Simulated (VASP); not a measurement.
# TaN (P-6m2) in VASP: notebook

Runs on TaN. Level: PBE. Tasks: single point.

All numbers are computed with VASP 6.6.1; they aren't measurements. Logs are shortened: lines on timing, memory, paths and dates and some standing lists are left out, and cuts for length are marked.

## 1. The cell of the first run

Symmetry: P-6m2, No. 187, hexagonal system. The conventional cell has a = 2.950 Å, b = 2.950 Å, c = 2.897 Å, α = 90.00°, β = 90.00°, γ = 120.00°. Ta (site symmetry -6m2) has 6 N at 2.24 Å and 8 Ta at 2.90 to 2.95 Å within 3.0 Å. N (site symmetry -6m2) has 6 Ta at 2.24 Å and 8 N at 2.90 to 2.95 Å within 3.0 Å.

## 2. Single point, PBE, collinear spin

Contents of INCAR:

```
SYSTEM = TaN
PREC = Accurate ; ENCUT = 520
EDIFF = 1E-7 ; ISMEAR = 0
SIGMA = 0.1 ; LREAL = .FALSE.
LASPH = .TRUE. ; NELM = 150
ALGO = Normal ; ISIF = 2
LWAVE = .FALSE. ; LCHARG = .FALSE.
ISPIN = 2 ; MAGMOM = 1 0
LORBIT = 11 ; LMAXMIX = 4
GGA = PE ; NBANDS = 19
```

Contents of KPOINTS:

```
Automatic mesh
0
G
  6 6 6
  0 0 0
```

Contents of POSCAR:

```
TaN
1.0
    2.9502626678      0.0000000000      0.0000000000
   -1.4751313339      2.5550024182      0.0000000000
    0.0000000000      0.0000000000      2.8972025697
Ta N
1 1
Direct
    0.3333333333      0.6666666667      0.5000000000
    0.0000000000      0.0000000000      0.0000000000
```

Potentials or basis: VASP PAW PBE potentials, release 64 (Ta_pv, N).

On the command line:

```bash
> cat potpaw_PBE.64/Ta_pv/POTCAR potpaw_PBE.64/N/POTCAR > POTCAR
> mpirun -np 1 vasp_std > vasp.out
```

OUTCAR:

```text
SYSTEM = TaN
   PREC = Accurate
   ENCUT = 520
   EDIFF = 1E-7
   ISMEAR = 0
   LREAL = .FALSE.
   LASPH = .TRUE.
   NELM = 150
   ISIF = 2
   ISPIN = 2
   LORBIT = 11
   GGA = PE

 ion  position               nearest neighbor table
   1  0.333  0.667  0.500-   2 2.24   2 2.24   2 2.24   2 2.24   2 2.24   2 2.24
   2  0.000  0.000  0.000-   1 2.24   1 2.24   1 2.24   1 2.24   1 2.24   1 2.24

  LATTYP: Found a hexagonal cell.
 ALAT       =     2.9502626678
 C/A-ratio  =     0.9820151274

  Lattice vectors:

 A1 = (   2.9502626678,   0.0000000000,   0.0000000000)
 A2 = (  -1.4751313339,   2.5550024182,   0.0000000000)
 A3 = (   0.0000000000,   0.0000000000,   2.8972025697)

Analysis of symmetry for initial positions (statically):
=====================================================================
 Subroutine PRICEL returns:
 Original cell was already a primitive cell.

 Routine SETGRP: Setting up the symmetry group for a
 hexagonal supercell.

 Subroutine GETGRP returns: Found 12 space group operations
 (whereof 12 operations were pure point group operations)
 out of a pool of 24 trial point group operations.

The static configuration has the point symmetry D_3h.

Analysis of symmetry for dynamics (positions and initial velocities):
=====================================================================
 Subroutine PRICEL returns:
 Original cell was already a primitive cell.

 Routine SETGRP: Setting up the symmetry group for a
 hexagonal supercell.

 Subroutine GETGRP returns: Found 12 space group operations
 (whereof 12 operations were pure point group operations)
 out of a pool of 24 trial point group operations.

The dynamic configuration has the point symmetry D_3h.

Analysis of structural, dynamic, and magnetic symmetry:
=====================================================================
 Subroutine PRICEL returns:
 Original cell was already a primitive cell.

 Routine SETGRP: Setting up the symmetry group for a
 hexagonal supercell.

 Subroutine GETGRP returns: Found 12 space group operations
 (whereof 12 operations were pure point group operations)
 out of a pool of 24 trial point group operations.

The overall configuration has the point symmetry D_3h.

 Subroutine INISYM returns: Found 12 space group operations
 (whereof 12 operations are pure point group operations),
 and found     1 'primitive' translations

----------------------------------------------------------------------------------------

                                     Primitive cell

  volume of cell :      21.8389

  direct lattice vectors                    reciprocal lattice vectors
     2.950262668  0.000000000  0.000000000     0.338952871  0.195694531  0.000000000
    -1.475131334  2.555002418  0.000000000     0.000000000  0.391389062  0.000000000
     0.000000000  0.000000000  2.897202570     0.000000000  0.000000000  0.345160539

  length of vectors
     2.950262668  2.950262668  2.897202570     0.391389062  0.391389062  0.345160539

  position of ions in fractional coordinates (direct lattice)
     0.333333333  0.666666667  0.500000000
     0.000000000  0.000000000  0.000000000

  ion indices of the primitive-cell ions
   primitive index   ion index
                 1           1
                 2           2

----------------------------------------------------------------------------------------

 KPOINTS: Automatic mesh

Automatic generation of k-mesh.
 Grid dimensions read from file:
 generate k-points for:    6    6    6

 Generating k-lattice:

  Cartesian coordinates                     Fractional coordinates (reciprocal lattice)
     0.056492145  0.032615755  0.000000000     0.166666667  0.000000000  0.000000000
     0.000000000  0.065231510  0.000000000     0.000000000  0.166666667  0.000000000
     0.000000000  0.000000000  0.057526756     0.000000000  0.000000000  0.166666667

  Length of vectors
     0.065231510  0.065231510  0.057526756

  Shift w.r.t. Gamma in fractional coordinates (k-lattice)
     0.000000000  0.000000000  0.000000000

 Subroutine IBZKPT returns following result:
 ===========================================

 Found     28 irreducible k-points:

 Following reciprocal coordinates:
            Coordinates               Weight
  0.000000  0.000000  0.000000      1.000000
  0.166667  0.000000  0.000000      6.000000
  0.333333 -0.000000  0.000000      6.000000
  0.500000 -0.000000  0.000000      3.000000
  0.166667  0.166667  0.000000      6.000000
  0.333333  0.166667  0.000000     12.000000
[... 16 lines left out ...]
  0.166667  0.000000  0.500000      6.000000
  0.333333 -0.000000  0.500000      6.000000
 [... further k-points ...]
   k-points           NKPTS =     28   k-points in BZ     NKDIM =     28   number of bands    NBANDS=     19
   number of dos      NEDOS =    301   number of ions     NIONS =      2
   total plane-waves  NPLWV =  13824
   dimension x,y,z NGX =    24 NGY =   24 NGZ =   24
   dimension x,y,z NGXF=    48 NGYF=   48 NGZF=   48
   ions per type =               1   1
   NGX,Y,Z   is equivalent  to a cutoff of  13.52, 13.52, 13.77 a.u.
   NGXF,Y,Z  is equivalent  to a cutoff of  27.05, 27.05, 27.54 a.u.
 SYSTEM =  TaN
   PREC   = accura    normal or accurate (medium, high low for compatibility)
   ISTART =      0    job   : 0-new  1-cont  2-samecut
   ICHARG =      2    charge: 1-file 2-atom 10-const
   ISPIN  =      2    spin polarized calculation?
   LNONCOLLINEAR =      F non collinear calculations
   LSORBIT =      F    spin-orbit coupling
   LASPH  =      T    aspherical Exc in radial PAW
   ENCUT  =  520.0 eV  38.22 Ry    6.18 a.u.   5.49  5.49  5.39*2*pi/ulx,y,z
   NELM   =    150;   NELMIN=  2; NELMDL= -5     # of ELM steps
   EDIFF  = 0.1E-06   stopping-criterion for ELM
   LREAL  =      F    real-space projection
   EDIFFG = 0.1E-05   stopping-criterion for IOM
   NSW    =      0    number of steps for IOM
   IBRION =     -1    ionic relax: 0-MD 1-quasi-New 2-CG
   NFREE  =      0    steps in history (QN), initial steepest desc. (CG)
   ISIF   =      2    stress and relaxation
   ISYM   =      2    0-nonsym 1-usesym 2-fastsym
   POTIM  = 0.5000    time-step for ionic-motion
   TEBEG  =    0.0;   TEEND  =   0.0 temperature during run
   PSTRESS=    0.0 pullay stress
   NELECT =      16.0000    total number of electrons
   NUPDOWN=      -1.0000    fix difference up-down
   EMIN   =  10.00;   EMAX   =-10.00  energy-range for DOS
   EFERMI =   0.00;   METHOD = LEGACY
   ISMEAR =     0;   SIGMA  =   0.10  broadening in eV -4-tet -1-fermi 0-gaus
   EFERMI_NEDOS =   21; number of points for ismear=-14 and -15
   IALGO  =     38    algorithm
   IMIX   =      4    mixing-type and parameters
     AMIX     =   0.40;   BMIX     =  1.00
     AMIX_MAG =   1.60;   BMIX_MAG =  1.00
  volume/ion in A,a.u.               =      10.92        73.69
  Fermi-wavevector in a.u.,A,eV,Ry     =   1.475835  2.788924 29.634708  2.178090
  Thomas-Fermi vector in A             =   2.590436
   LORBIT       =     11    0 simple, 1 ext, 2 COOP (PROOUT), +10 PAW based schemes
   GGA     = PE    functional components
   LHFCALC =     F    Hartree Fock is set to
   AEXX    =    0.0000 exact exchange contribution
   IVDW    =     0    specifies the selected vdW correction
   LEPSILON=     F    determine dielectric tensor
   LRPA    =     F    only Hartree local field effects (RPA)
 spin polarized calculation
 Gauss-broadening in eV      SIGMA  =   0.10
  energy-cutoff  :      520.00
  volume of cell :       21.84
 maximum number of plane-waves:       611
 NGX is ok and might be reduce to    24
   NGX = 11   NGY = 11   NGZ = 11

 number of electron      16.0000001 magnetization      -0.0000241

 number of electron      16.0000001 magnetization       0.0000054

 Free energy of the ion-electron system (eV)
  ---------------------------------------------------
  ext. energy  EPLUGINS =         0.00000000
  ---------------------------------------------------
  free energy    TOTEN  =       -22.44716879 eV

  energy without entropy =      -22.44592345  energy(sigma->0) =      -22.44654612

 E-fermi :   8.3160     XC(G=0): -13.2733

 val. band max:        8.2422853223   @ k =   0.3333   0.3333   0.0000
 cond. band min:       8.3482289220   @ k =   0.0000   0.0000   0.3333
 fundamental gap:      0.1059435997
 Fermi energy:         8.3160069952

 spin component 1

 k-point     1 :       0.0000    0.0000    0.0000
  band No.  band energies     occupation
      1     -26.7790      1.00000
      2     -26.5088      1.00000
      3     -26.5088      1.00000
      4      -9.5644      1.00000
      5       3.6165      1.00000
      6       3.6165      1.00000
[... 11 lines left out ...]
     18      26.5970      0.00000
     19      31.4778      0.00000
[... 485 lines left out ...]
 k-point    24 :       0.3333   -0.0000    0.5000
  band No.  band energies     occupation
      1     -27.4684      1.00000
      2     -27.1187      1.00000
      3     -26.5882      1.00000
      4      -7.4516      1.00000
      5       0.6851      1.00000
      6       2.5482      1.00000
[... 11 lines left out ...]
     18      26.0866      0.00000
     19      32.2604      0.00000

 [... further k-points ...]

 spin component 2

 k-point     1 :       0.0000    0.0000    0.0000
  band No.  band energies     occupation
      1     -26.7790      1.00000
      2     -26.5088      1.00000
      3     -26.5088      1.00000
      4      -9.5644      1.00000
      5       3.6165      1.00000
      6       3.6165      1.00000
[... 11 lines left out ...]
     18      26.5970      0.00000
     19      31.4778      0.00000
[... 485 lines left out ...]
 k-point    24 :       0.3333   -0.0000    0.5000
  band No.  band energies     occupation
      1     -27.4684      1.00000
      2     -27.1187      1.00000
      3     -26.5882      1.00000
      4      -7.4516      1.00000
      5       0.6851      1.00000
      6       2.5482      1.00000
[... 11 lines left out ...]
     18      26.0866      0.00000
     19      32.2600      0.00000

 [... further k-points ...]

------------------------ aborting loop because EDIFF is reached ----------------------------------------

  FORCE on cell =-STRESS in cart. coord.  units (eV):
  Direction    XX          YY          ZZ          XY          YZ          ZX
  --------------------------------------------------------------------------------------
  -------------------------------------------------------------------------------------
  Total        0.0918466      0.0918466      0.1137166     -0.0000000      0.0000000     -0.0000000
  in kB        6.7381840      6.7381840      8.3426416     -0.0000000      0.0000000     -0.0000000
  external PRESSURE =       7.2730032 kB  Pullay stress =       0.0000000 kB

 VOLUME and BASIS-vectors are now :
 -----------------------------------------------------------------------------
  energy-cutoff  :      520.00
  volume of cell :       21.84
      direct lattice vectors                 reciprocal lattice vectors
     2.950262668  0.000000000  0.000000000     0.338952871  0.195694531  0.000000000
    -1.475131334  2.555002418  0.000000000     0.000000000  0.391389062  0.000000000
     0.000000000  0.000000000  2.897202570     0.000000000  0.000000000  0.345160539

 POSITION                                       TOTAL-FORCE (eV/Angst)
 -----------------------------------------------------------------------------------
     -0.00000      1.70333      1.44860        -0.000000      0.000000      0.000000
      0.00000      0.00000      0.00000         0.000000     -0.000000      0.000000
 -----------------------------------------------------------------------------------
    total drift:                                0.000000     -0.000000     -0.000000

  FREE ENERGIE OF THE ION-ELECTRON SYSTEM (eV)
  ---------------------------------------------------
  free  energy   TOTEN  =       -22.4471687886 eV

  energy  without entropy=      -22.4459234538  energy(sigma->0) =      -22.44654612

 total charge

# of ion       s       p       d       tot
------------------------------------------
    1        0.302   6.257   2.409   8.968
    2        1.228   2.496   0.000   3.725
--------------------------------------------------
tot          1.530   8.754   2.409  12.693

 magnetization (x)

# of ion       s       p       d       tot
------------------------------------------
    1       -0.000  -0.000  -0.000  -0.000
    2        0.000   0.000   0.000   0.000
--------------------------------------------------
tot          0.000   0.000  -0.000   0.000
```

Wall time 31 s (1 thread of Intel Xeon 8259CL, shared host); peak memory 0.16 GiB.

Results:

```
Free energy                                           : -22.4472 eV
Pressure                                              : 0.7 GPa
Band gap on the k mesh                                : zero (filled and empty bands overlap)
Net moment                                            : 0.00 μB per cell
Valence electrons inside the program's atomic spheres : Ta 8.97; N 3.73
```

Stress tensor (GPa, compression positive):
```
0.67 0.00 0.00
0.00 0.67 0.00
0.00 0.00 0.83
```

Caveat: the k points lie up to 0.41 Å⁻¹ apart; spin-orbit coupling is left out, which moves the levels of the heavy elements.

## 3. Single point, PBE (9.61 Å³/atom)

This run uses another cell than the first one, of 9.61 Å³/atom.

Contents of INCAR:

```
SYSTEM = TaN
PREC = Accurate ; ENCUT = 520
EDIFF = 1E-6 ; ISMEAR = 0
SIGMA = 0.1 ; LREAL = .False.
LASPH = .True. ; NELM = 100
ALGO = Normal ; ISIF = 2
LWAVE = .False. ; LCHARG = .True.
GGA = PE ; LELF = .True.
LVHAR = .True. ; NBANDS = 15
```

Contents of KPOINTS:

```
Automatic mesh
0
Gamma
  24 24 20
  0 0 0
```

Contents of POSCAR:

```
TaN
1.0
    2.8195598250      0.0000000000      0.0000000000
   -1.4097799125      2.4418104359      0.0000000000
    0.0000000000      0.0000000000      2.7918190682
Ta N
1 1
Direct
    0.3333333333      0.6666666667      0.5000000000
    0.0000000000      0.0000000000      0.0000000000
```

Potentials or basis: VASP PAW PBE potentials, release 64 (Ta_pv, N).

On the command line:

```bash
> cat potpaw_PBE.64/Ta_pv/POTCAR potpaw_PBE.64/N/POTCAR > POTCAR
> mpirun -np 1 vasp_std > vasp.out
```

Run time: 3.4 min. Hardware: 1 thread of Intel Xeon 8259CL, shared host; peak memory 0.31 GiB.

The run converged. Its results:

```
Free energy            : -22.0141 eV
Pressure               : 58.0 GPa
Band gap on the k mesh : zero (bands 8 and 9 overlap by 0.56 eV)
```

Stress tensor (GPa, compression positive):
```
57.93  0.00  0.00
 0.00 57.93  0.00
 0.00  0.00 58.23
```

Levels at points of the mesh, in eV from the Fermi level:
| k point | band 5 | band 6 | band 7 | band 8 | band 9 | band 10 | band 11 | band 12 |
| --- | --- | --- | --- | --- | --- | --- | --- | --- |
| (0.00, 0.00, 0.00) | -4.98 | -4.98 | -4.76 | -3.07 | 3.21 | 4.12 | 4.12 | 4.71 |
| (0.50, 0.00, 0.00) | -8.88 | -5.84 | -3.95 | -3.30 | 3.49 | 4.86 | 5.88 | 6.30 |
| (0.00, 0.00, 0.50) | -10.03 | -4.06 | -4.06 | -0.10 | -0.10 | 2.65 | 3.78 | 3.78 |
| (0.50, 0.00, 0.50) | -7.96 | -6.60 | -6.27 | -0.07 | 5.06 | 6.39 | 7.09 | 8.28 |

Caveat: the cell stands under pressure; spin-orbit coupling is left out, which moves the levels of the heavy elements.

## 4. Single point, PBE (9.94 Å³/atom)

This run uses another cell than the first one, of 9.94 Å³/atom.

Contents of INCAR:

```
SYSTEM = TaN
PREC = Accurate
ENCUT = 520
EDIFF = 1E-7
ISMEAR = 0
SIGMA = 0.1
LREAL = .FALSE.
LASPH = .TRUE.
NELM = 60
ALGO = Normal
ISIF = 2
LWAVE = .FALSE.
LCHARG = .FALSE.
GGA = PE
NBANDS = 15
```

Contents of KPOINTS:

```
regular mesh
0
G
  24 24 20
  0 0 0
```

Contents of POSCAR:

```
TaN
1.0
    2.8533193453      0.0000000000      0.0000000000
   -1.4266596726      2.4710470382      0.0000000000
    0.0000000000      0.0000000000      2.8190829516
Ta N
1 1
Direct
    0.3333333333      0.6666666667      0.5000000000
    0.0000000000      0.0000000000      0.0000000000
```

On the command line:

```bash
> cat potpaw_PBE.64/Ta_pv/POTCAR potpaw_PBE.64/N/POTCAR > POTCAR
> mpirun -np 1 vasp_std > vasp.out
```

Run time: 3.4 min. Hardware: 1 thread of Intel Xeon 8259CL, shared host; peak memory 0.31 GiB.

The run converged. Its results:

```yaml
Free_energy: -22.2142 eV
Pressure: 40.0 GPa
Band_gap_on_the_k_mesh: zero (bands 8 and 9 overlap by 0.55 eV)
```

Stress tensor (GPa, compression positive):
```
39.95  0.00  0.00
 0.00 39.95  0.00
 0.00  0.00 40.20
```

Levels at points of the mesh, in eV from the Fermi level:
```csv
k point,band 6,band 7,band 8,band 9,band 10,band 11
"(0.00, 0.00, 0.00)",-4.85,-4.59,-3.03,2.92,3.96,3.96
"(0.50, 0.00, 0.00)",-5.65,-3.81,-3.27,3.35,4.61,5.69
"(0.00, 0.00, 0.50)",-3.96,-3.96,-0.09,-0.09,2.57,3.66
"(0.50, 0.00, 0.50)",-6.48,-6.09,-0.17,4.79,6.08,6.77
```

Caveat: the cell stands under pressure; spin-orbit coupling is left out, which moves the levels of the heavy elements.

## 5. Single point, PBE (10.27 Å³/atom)

This run uses another cell than the first one, of 10.27 Å³/atom.

Contents of INCAR:

```
SYSTEM = TaN
ALGO     = Normal         ! electronic algorithm
EDIFF    = 1E-7           ! SCF threshold, eV
ENCUT    = 520            ! plane-wave cutoff, eV
GGA      = PE             ! functional
ISIF     = 2              ! what is computed and relaxed
ISMEAR   = 0              ! smearing method
LASPH    = .True.         ! aspherical terms in the spheres
LCHARG   = .False.        ! write CHGCAR
LREAL    = .False.        ! projectors in reciprocal space
LWAVE    = .False.        ! write WAVECAR
NBANDS   = 15             ! bands
NELM     = 80             ! most SCF steps
PREC     = Accurate       ! precision mode
SIGMA    = 0.1            ! smearing width, eV
```

Contents of KPOINTS:

```
k-points
0
Gamma
  24 24 20
  0 0 0
```

Contents of POSCAR:

```
TaN
1.0
    2.8863195651      0.0000000000      0.0000000000
   -1.4431597825      2.4996260668      0.0000000000
    0.0000000000      0.0000000000      2.8458122974
Ta N
1 1
Direct
    0.3333333333      0.6666666667      0.5000000000
    0.0000000000      0.0000000000      0.0000000000
```

On the command line:

```bash
> cat potpaw_PBE.64/Ta_pv/POTCAR potpaw_PBE.64/N/POTCAR > POTCAR
> mpirun -np 1 vasp_std > vasp.out
```

Wall time 3.4 min (1 thread of Intel Xeon 8259CL, shared host); peak memory 0.32 GiB.

It converged, with:

| Quantity | Value |
| --- | --- |
| Free energy | -22.3464 eV |
| Pressure | 24.7 GPa |
| Band gap on the k mesh | zero (bands 8 and 9 overlap by 0.54 eV) |

Stress tensor (GPa, compression positive):
```
24.67  0.00  0.00
 0.00 24.67  0.00
 0.00  0.00 24.89
```

Levels at points of the mesh, in eV from the Fermi level:
| k point | band 4 | band 5 | band 6 | band 7 | band 8 | band 9 | band 10 | band 11 | band 12 | band 13 |
| --- | --- | --- | --- | --- | --- | --- | --- | --- | --- | --- |
| (0.00, 0.00, 0.00) | -18.13 | -4.73 | -4.73 | -4.43 | -3.00 | 2.64 | 3.80 | 3.80 | 4.30 | 4.30 |
| (0.50, 0.00, 0.00) | -15.65 | -8.53 | -5.46 | -3.67 | -3.23 | 3.21 | 4.38 | 5.50 | 5.72 | 7.91 |
| (0.00, 0.00, 0.50) | -15.22 | -9.64 | -3.87 | -3.87 | -0.09 | -0.09 | 2.50 | 3.53 | 3.53 | 8.68 |
| (0.50, 0.00, 0.50) | -16.08 | -7.59 | -6.37 | -5.92 | -0.26 | 4.53 | 5.79 | 6.47 | 7.57 | 10.89 |

Caveat: the cell stands under pressure; spin-orbit coupling is left out, which moves the levels of the heavy elements.

## 6. The runs side by side

```tsv
spin	cell	k mesh	gap on the mesh (eV)	pressure (GPa)
collinear	a = 2.950, b = 2.950, c = 2.897 Å, angles 90.0, 90.0, 120.0°, 2 atoms	6 × 6 × 6	none	0.7
off	a = 2.820, b = 2.820, c = 2.792 Å, angles 90.0, 90.0, 120.0°, 2 atoms	24 × 24 × 20	none	58.0
off	a = 2.853, b = 2.853, c = 2.819 Å, angles 90.0, 90.0, 120.0°, 2 atoms	24 × 24 × 20	none	40.0
off	a = 2.886, b = 2.886, c = 2.846 Å, angles 90.0, 90.0, 120.0°, 2 atoms	24 × 24 × 20	none	24.7
```

Alike in all rows: task single point; level PBE; potentials or basis VASP PAW PBE potentials, release 64 (Ta_pv, N); cutoff (eV) 520; smearing gaussian 0.1 eV.

Caveats: some runs use coarse meshes; spin-orbit coupling is left out, which moves the levels of the heavy elements; the cell stands under pressure (at least some runs).

Absolute energies hang on the potentials; compare differences alone.

The gap in the log of VASP goes by the Fermi energy; the results here count the filled bands.